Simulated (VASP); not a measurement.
# KNbO3 (Pm-3m) in VASP: further runs

Runs on KNbO3. Level: PBE. Tasks: single point, relaxation of cell and atoms.

All numbers are computed with VASP 6.6.1; they aren't measurements. Logs are shortened: lines on timing, memory, paths and dates and some standing lists are left out, and cuts for length are marked.

## Step 1: The cell of the first run

The structure is cubic, space group Pm-3m (No. 221). Conventional cell: a = 4.026 Å, b = 4.026 Å, c = 4.026 Å, α = 90.00°, β = 90.00°, γ = 90.00°. K (site symmetry m-3m) has 12 O at 2.85 Å and 8 Nb at 3.49 Å within 3.8 Å. Nb (site symmetry m-3m) has 6 O at 2.01 Å within 2.7 Å. O (site symmetry 4/mmm) has 2 Nb at 2.01 Å within 2.7 Å.

## Step 2: Single point, PBE

INCAR reads:

```
SYSTEM = KNbO3
  PREC = Accurate
  ENCUT = 600
  EDIFF = 1E-6
  ISMEAR = 1
  SIGMA = 0.02
  LREAL = .False.
  LASPH = .True.
  NELM = 120
  ALGO = Normal
  ISIF = 2
  LWAVE = .False.
  LCHARG = .False.
  GGA = PE
  NBANDS = 28
  GGA_COMPAT = .False.
```

KPOINTS reads:

```
Automatic mesh
0
Gamma
  6 6 6
  0 0 0
```

POSCAR reads:

```
KNbO3
1.0
    4.0259844473      0.0000000000      0.0000000000
    0.0000000000      4.0259844473      0.0000000000
    0.0000000000      0.0000000000      4.0259844473
K Nb O
1 1 3
Direct
    0.0000000000      0.0000000000      0.0000000000
    0.5000000000      0.5000000000      0.5000000000
    0.0000000000      0.5000000000      0.5000000000
    0.5000000000      0.0000000000      0.5000000000
    0.5000000000      0.5000000000      0.0000000000
```

Potentials or basis: VASP PAW PBE potentials, release 64 (K_sv, Nb_sv, O).

Started as:

```sh
> cat potpaw_PBE.64/K_sv/POTCAR potpaw_PBE.64/Nb_sv/POTCAR potpaw_PBE.64/O/POTCAR > POTCAR
> mpirun -np 1 vasp_std > vasp.out
```

OUTCAR:

```text
SYSTEM = KNbO3
   PREC = Accurate
   ENCUT = 600
   EDIFF = 1E-6
   ISMEAR = 1
   LREAL = .False.
   LASPH = .True.
   NELM = 120
   ISIF = 2
   GGA = PE

 ion  position               nearest neighbor table
   1  0.000  0.000  0.000-   3 2.85   4 2.85   5 2.85   3 2.85   4 2.85   3 2.85   5 2.85   3 2.85
                             4 2.85   5 2.85   4 2.85   5 2.85
   2  0.500  0.500  0.500-   3 2.01   4 2.01   5 2.01   5 2.01   4 2.01   3 2.01
   3  0.000  0.500  0.500-   2 2.01   2 2.01   1 2.85   1 2.85   1 2.85   1 2.85
   4  0.500  0.000  0.500-   2 2.01   2 2.01   1 2.85   1 2.85   1 2.85   1 2.85
   5  0.500  0.500  0.000-   2 2.01   2 2.01   1 2.85   1 2.85   1 2.85   1 2.85

  LATTYP: Found a simple cubic cell.
 ALAT       =     4.0259844473

  Lattice vectors:

 A1 = (   4.0259844473,   0.0000000000,   0.0000000000)
 A2 = (   0.0000000000,   4.0259844473,   0.0000000000)
 A3 = (   0.0000000000,   0.0000000000,   4.0259844473)

Analysis of symmetry for initial positions (statically):
=====================================================================
 Subroutine PRICEL returns:
 Original cell was already a primitive cell.

 Routine SETGRP: Setting up the symmetry group for a
 simple cubic supercell.

 Subroutine GETGRP returns: Found 48 space group operations
 (whereof 48 operations were pure point group operations)
 out of a pool of 48 trial point group operations.

The static configuration has the point symmetry O_h .

Analysis of symmetry for dynamics (positions and initial velocities):
=====================================================================
 Subroutine PRICEL returns:
 Original cell was already a primitive cell.

 Routine SETGRP: Setting up the symmetry group for a
 simple cubic supercell.

 Subroutine GETGRP returns: Found 48 space group operations
 (whereof 48 operations were pure point group operations)
 out of a pool of 48 trial point group operations.

The dynamic configuration has the point symmetry O_h .

 Subroutine INISYM returns: Found 48 space group operations
 (whereof 48 operations are pure point group operations),
 and found     1 'primitive' translations

----------------------------------------------------------------------------------------

                                     Primitive cell

[... 81 lines left out ...]
 SYSTEM =  KNbO3
   PREC   = accura    normal or accurate (medium, high low for compatibility)
   ISTART =      0    job   : 0-new  1-cont  2-samecut
   ICHARG =      2    charge: 1-file 2-atom 10-const
   ISPIN  =      1    spin polarized calculation?
   LNONCOLLINEAR =      F non collinear calculations
   LSORBIT =      F    spin-orbit coupling
   LASPH  =      T    aspherical Exc in radial PAW
   ENCUT  =  600.0 eV  44.10 Ry    6.64 a.u.   8.04  8.04  8.04*2*pi/ulx,y,z
   NELM   =    120;   NELMIN=  2; NELMDL= -5     # of ELM steps
   EDIFF  = 0.1E-05   stopping-criterion for ELM
   LREAL  =      F    real-space projection
[... 7 lines left out ...]
   TEBEG  =    0.0;   TEEND  =   0.0 temperature during run
   PSTRESS=    0.0 pullay stress
   NELECT =      40.0000    total number of electrons
   NUPDOWN=      -1.0000    fix difference up-down
   EMIN   =  10.00;   EMAX   =-10.00  energy-range for DOS
   EFERMI =   0.00;   METHOD = LEGACY
   ISMEAR =     1;   SIGMA  =   0.02  broadening in eV -4-tet -1-fermi 0-gaus
   EFERMI_NEDOS =   21; number of points for ismear=-14 and -15
   IALGO  =     38    algorithm
   IMIX   =      4    mixing-type and parameters
     AMIX     =   0.40;   BMIX     =  1.00
     AMIX_MAG =   1.60;   BMIX_MAG =  1.00
  volume/ion in A,a.u.               =      13.05        88.07
  Fermi-wavevector in a.u.,A,eV,Ry     =   1.390666  2.627977 26.313001  1.933951
  Thomas-Fermi vector in A             =   2.514579
   LORBIT       =      0    0 simple, 1 ext, 2 COOP (PROOUT), +10 PAW based schemes
   GGA     = PE    functional components
   LHFCALC =     F    Hartree Fock is set to
   AEXX    =    0.0000 exact exchange contribution
   IVDW    =     0    specifies the selected vdW correction
   LEPSILON=     F    determine dielectric tensor
   LRPA    =     F    only Hartree local field effects (RPA)
 non-spin polarized calculation
 Methfessel and Paxton  Order N= 1 SIGMA  =   0.02
  energy-cutoff  :      600.00
  volume of cell :       65.26
 maximum number of plane-waves:      2212
   NGX = 17   NGY = 17   NGZ = 17

 number of electron      40.0000010 magnetization

 Free energy of the ion-electron system (eV)
  ---------------------------------------------------
  ext. energy  EPLUGINS =         0.00000000
  ---------------------------------------------------
  free energy    TOTEN  =       -38.83697268 eV

  energy without entropy =      -38.83704401  energy(sigma->0) =      -38.83699646

 E-fermi :   3.1724     XC(G=0): -10.6977

 val. band max:        3.1604127777   @ k =   0.5000   0.5000   0.5000
 cond. band min:       4.6726281687   @ k =   0.0000   0.0000   0.0000
 fundamental gap:      1.5122153909
 Fermi energy:         3.1724236916

 k-point     1 :       0.0000    0.0000    0.0000
  band No.  band energies     occupation
      1     -51.8629      2.00000
      2     -27.8982      2.00000
      3     -27.8982      2.00000
      4     -27.8982      2.00000
      5     -24.1869      2.00000
      6     -13.9727      2.00000
[... 609 lines left out ...]
     27      13.8245      0.00000
     28      13.8311      0.00000

------------------------ aborting loop because EDIFF is reached ----------------------------------------

  FORCE on cell =-STRESS in cart. coord.  units (eV):
  Direction    XX          YY          ZZ          XY          YZ          ZX
  --------------------------------------------------------------------------------------
  -------------------------------------------------------------------------------------
  Total       -0.0822520     -0.0822520     -0.0822520     -0.0000000     -0.0000000      0.0000000
  in kB       -2.0194847     -2.0194847     -2.0194847     -0.0000000     -0.0000000      0.0000000
  external PRESSURE =      -2.0194847 kB  Pullay stress =       0.0000000 kB

 VOLUME and BASIS-vectors are now :
 -----------------------------------------------------------------------------
  energy-cutoff  :      600.00
  volume of cell :       65.26
      direct lattice vectors                 reciprocal lattice vectors
     4.025984447  0.000000000  0.000000000     0.248386454  0.000000000  0.000000000
     0.000000000  4.025984447  0.000000000     0.000000000  0.248386454  0.000000000
     0.000000000  0.000000000  4.025984447     0.000000000  0.000000000  0.248386454

 POSITION                                       TOTAL-FORCE (eV/Angst)
 -----------------------------------------------------------------------------------
      0.00000      0.00000      0.00000         0.000000      0.000000      0.000000
      2.01299      2.01299      2.01299         0.000000      0.000000      0.000000
      0.00000      2.01299      2.01299         0.000000      0.000000      0.000000
      2.01299      0.00000      2.01299         0.000000      0.000000      0.000000
      2.01299      2.01299      0.00000         0.000000      0.000000      0.000000
 -----------------------------------------------------------------------------------
    total drift:                                0.000000     -0.000000     -0.000000

  FREE ENERGIE OF THE ION-ELECTRON SYSTEM (eV)
  ---------------------------------------------------
  free  energy   TOTEN  =       -38.8369726819 eV

  energy  without entropy=      -38.8370440137  energy(sigma->0) =      -38.83699646
```

OSZICAR:

```text
N       E                     dE             d eps       ncg     rms          rms(c)
DAV:   1     0.425074579580E+03    0.42507E+03   -0.23808E+04  1120   0.162E+03
DAV:   2    -0.171714609005E+02   -0.44225E+03   -0.42947E+03  1376   0.498E+02
DAV:   3    -0.472079003004E+02   -0.30036E+02   -0.29865E+02  1844   0.120E+02
DAV:   4    -0.482743496397E+02   -0.10664E+01   -0.10641E+01  1868   0.191E+01
DAV:   5    -0.482951917804E+02   -0.20842E-01   -0.20903E-01  1652   0.205E+00    0.191E+01
DAV:   6    -0.391259733840E+02    0.91692E+01   -0.41907E+01  1652   0.447E+01    0.840E+00
DAV:   7    -0.388718944749E+02    0.25408E+00   -0.37603E+00  1632   0.131E+01    0.446E+00
DAV:   8    -0.388882508379E+02   -0.16356E-01   -0.68016E-01  1780   0.722E+00    0.182E+00
DAV:   9    -0.388361744474E+02    0.52076E-01   -0.15183E-01  1624   0.334E+00    0.575E-01
DAV:  10    -0.388374151816E+02   -0.12407E-02   -0.28148E-02  1456   0.114E+00    0.177E-01
DAV:  11    -0.388369639983E+02    0.45118E-03   -0.40306E-03  1552   0.400E-01    0.701E-02
DAV:  12    -0.388369637669E+02    0.23141E-06   -0.23051E-04  1732   0.148E-01    0.512E-02
DAV:  13    -0.388369714258E+02   -0.76590E-05   -0.86640E-05  1392   0.580E-02    0.715E-03
DAV:  14    -0.388369731508E+02   -0.17250E-05   -0.68071E-06  1752   0.212E-02    0.675E-03
DAV:  15    -0.388369726819E+02    0.46888E-06   -0.37605E-07   800   0.524E-03
   1 F= -.38836973E+02 E0= -.38836996E+02  d E =0.713318E-04
```

stdout:

```text
POSCAR found type information on POSCAR K NbO
 POSCAR found :  3 types and       5 ions
 scaLAPACK will be used
 LDA part: xc-table for (Slater+PW92), standard interpolation
 POSCAR, INCAR and KPOINTS ok, starting setup
 FFT: planning ... GRIDC
 FFT: planning ... GRID_SOFT
 FFT: planning ... GRID
 WAVECAR not read
 entering main loop
```

Wall time 30 s (1 thread of Intel Xeon Platinum 8375C at 2.90GHz (Ice Lake), shared host); peak memory 0.2 GiB.

Results:

```yaml
Free_energy: -38.8370 eV
Pressure: -0.2 GPa
Band_gap_on_the_k_mesh: 1.51 eV, indirect (least direct gap 2.17 eV)
```

A k mesh can miss the band edges.

## Step 3: Relaxation of cell and atoms, PBE

This run uses another cell than the first one, of 13.08 Å³/atom, 1.002 times its volume.

INCAR reads:

```
ALGO = Normal
EDIFF = 1E-7
EDIFFG = -0.01
ENCUT = 600
GGA = PE
GGA_COMPAT = False
IBRION = 2
ISIF = 3
ISMEAR = 1
LASPH = True
LCHARG = False
LREAL = False
LWAVE = False
NELM = 120
NELMIN = 4
NSW = 80
PREC = Accurate
SIGMA = 0.02
```

KPOINTS reads:

```
k-points
0
Gamma
  6 6 6
```

Changes to POSCAR since step 2:

```diff
@@ -2,5 +2,5 @@
 1.0
-    4.0259844473      0.0000000000      0.0000000000
-    0.0000000000      4.0259844473      0.0000000000
-    0.0000000000      0.0000000000      4.0259844473
+    4.0291830000      0.0000000000      0.0000000000
+    0.0000000000      4.0291830000      0.0000000000
+    0.0000000000      0.0000000000      4.0291830000
 K Nb O
```

Potentials or basis: VASP PAW PBE potentials, release 64 (K_sv, Nb_sv, O).

Started as:

```sh
> cat potpaw_PBE.64/K_sv/POTCAR potpaw_PBE.64/Nb_sv/POTCAR potpaw_PBE.64/O/POTCAR > POTCAR
> mpirun -np 1 vasp_std > vasp.out
```

Run time: 73 s. Hardware: 1 thread of Intel Xeon Platinum 8375C at 2.90GHz (Ice Lake), shared host; peak memory 0.21 GiB.

The run converged. Its results:

| Property | Result |
| --- | --- |
| Free energy | -38.8376 eV |
| Relaxed volume | 13.04 Å³/atom |
| Relaxed cell | a = 4.024 Å, b = 4.024 Å, c = 4.024 Å, α = 90.00°, β = 90.00°, γ = 90.00° |
| Space group after relaxing (to 0.05 Å) | Pm-3m (No. 221) |
| Energy gained by relaxing | 0.1 meV/atom |
| Ionic steps | 3 |
| Pressure after relaxing | 0.0 GPa |
| Band gap on the k mesh | 1.51 eV, indirect (least direct gap 2.17 eV) |

The path:
```
step  energy change (eV)  largest force (eV/Å)  pressure (GPa)  volume (Å³)
   1              0.0000                0.0000           -0.62        65.41
   2              0.0001                0.0000            0.67        64.93
   3             -0.0005                0.0000            0.00        65.18
```

Final structure:
```yaml
crystal:
  lattice:
    - [4.02438, 0.00000, 0.00000]
    - [0.00000, 4.02438, 0.00000]
    - [0.00000, 0.00000, 4.02438]
  atoms:
    - { symbol: K, position: [0.00000, 0.00000, 0.00000] }
    - { symbol: Nb, position: [0.50000, 0.50000, 0.50000] }
    - { symbol: O, position: [0.00000, 0.50000, 0.50000] }
    - { symbol: O, position: [0.50000, 0.00000, 0.50000] }
    - { symbol: O, position: [0.50000, 0.50000, 0.00000] }
```

Levels at points of the mesh, in eV from the valence-band top:
```tsv
k point	band 16	band 17	band 18	band 19	band 20	band 21	band 22	band 23	band 24
(0.00, 0.00, 0.00)	-1.04	-1.04	-0.66	-0.66	-0.66	1.51	1.51	1.51	5.19
(0.50, 0.00, 0.00)	-2.14	-2.06	-1.46	-0.85	-0.85	1.62	4.07	4.07	5.21
(0.50, 0.50, 0.00)	-2.76	-1.53	-1.40	-1.40	-0.04	4.09	4.09	5.11	6.48
(0.50, 0.50, 0.50)	-3.82	-3.82	0.00	0.00	0.00	5.22	5.22	5.22	8.88
```
